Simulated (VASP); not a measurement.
## BN: single point with PBEsol

Slab: BN, a slab with vacuum.

```
CELL_PARAMETERS angstrom
2.50435 0.00000 0.00000
-1.25217 2.16883 0.00000
0.00000 0.00000 25.52864
ATOMIC_POSITIONS crystal
B 0.66667 0.33333 0.29379
B 0.33333 0.66667 0.43126
B 0.66667 0.33333 0.56874
B 0.33333 0.66667 0.70621
N 0.33333 0.66667 0.29379
N 0.66667 0.33333 0.43126
N 0.33333 0.66667 0.56874
N 0.66667 0.33333 0.70621
```

```
Program                : VASP 6.6.1
Task                   : single point
Functional             : PBEsol
Potentials or basis    : VASP PAW PBE potentials, release 64 (B, N)
Cutoff                 : 520 eV
k mesh                 : 12 × 12 × 1
Occupations            : gaussian, width 0.01 eV
Spin                   : no spin polarisation
Dipole correction      : yes
Further INCAR settings : ALGO = Normal; EDIFF = 1e-06; NBANDS = 26
```

```
Largest force          : 0.027 eV/Å
Band gap on the k mesh : 4.32 eV, indirect (least direct gap 4.62 eV)
```

Forces on the atoms (eV/Å):
```
B    0.000  0.000  0.026
B    0.000  0.000  0.000
B    0.000  0.000  0.000
B    0.000  0.000 -0.026
N    0.000  0.000 -0.027
N    0.000  0.000  0.000
N    0.000  0.000  0.000
N    0.000  0.000  0.027
```

Levels at points of the mesh, in eV from the valence-band top:
```tsv
k point	band 12	band 13	band 14	band 15	band 16	band 17	band 18	band 19	band 20	band 21
(0.00, 0.00, 0.00)	-1.30	-1.30	-1.30	-1.29	-1.29	4.79	5.11	5.71	6.53	6.77
(0.50, 0.00, 0.00)	-4.10	-1.24	-1.04	-0.80	-0.62	4.32	4.54	4.88	5.22	9.49
```

Run time: 91 s on 1 thread of Intel(R) Xeon(R) Platinum 8259CL CPU @ 2.50GHz (Skylake/Cascade Lake), with other jobs on the host, peak memory 0.27 GiB.

Caveat: the PAW data sets were made with another functional, which shifts forces and pressure a little.
